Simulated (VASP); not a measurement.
Wanted: the native input for a VASP 6.6.1 run.

```
Task                   : single point
Functional             : PBEsol
Potentials or basis    : VASP PAW PBE potentials, release 64 (Rh_pv)
Cutoff                 : 520 eV
k mesh                 : 24 × 24 × 6
Occupations            : gaussian, width 0.1 eV
Spin                   : no spin polarisation
Dipole correction      : no
Further INCAR settings : ALGO = Fast; EDIFF = 1e-07; NBANDS = 38
```

The structure of Rh lies in POSCAR:

```
Rh
1.0
    2.6754312339      0.0000000000      0.0000000000
   -1.3377156169      2.3169914146      0.0000000000
    0.0000000000      0.0000000000      8.7271387796
Rh
4
Direct
    0.0000000000      0.0000000000      0.0000000000
    0.3333333333      0.6666666667      0.2500000000
    0.0000000000      0.0000000000      0.5000000000
    0.6666666667      0.3333333333      0.7500000000
```

This isn't the form of Rh at room conditions, which is fcc.

These files were run (other wordings do the same):

INCAR

```
SYSTEM = Rh
ALGO = Fast
EDIFF = 1E-7
ENCUT = 520
GGA = PS
ISIF = 2
ISMEAR = 0
LASPH = .True.
LCHARG = .False.
LREAL = .False.
LWAVE = .False.
NBANDS = 38
NELM = 80
PREC = Accurate
SIGMA = 0.1
```

KPOINTS

```
k-points
0
Gamma
  24 24 6
  0 0 0
```

Potentials or basis: VASP PAW PBE potentials, release 64 (Rh_pv).

The run is started by

```sh
$ cat potpaw_PBE.64/Rh_pv/POTCAR > POTCAR
$ mpirun -np 1 vasp_std > vasp.out
```

Results of the run:

The pressure is -0.1 GPa. The band gap on the k mesh is zero (bands 30 and 31 overlap by 2.07 eV).

Caveat: the PAW data sets were made with another functional, which shifts forces and pressure a little.

It took 16 min on 1 thread of Intel Xeon 8259CL, on a shared host, peak memory 0.44 GiB.
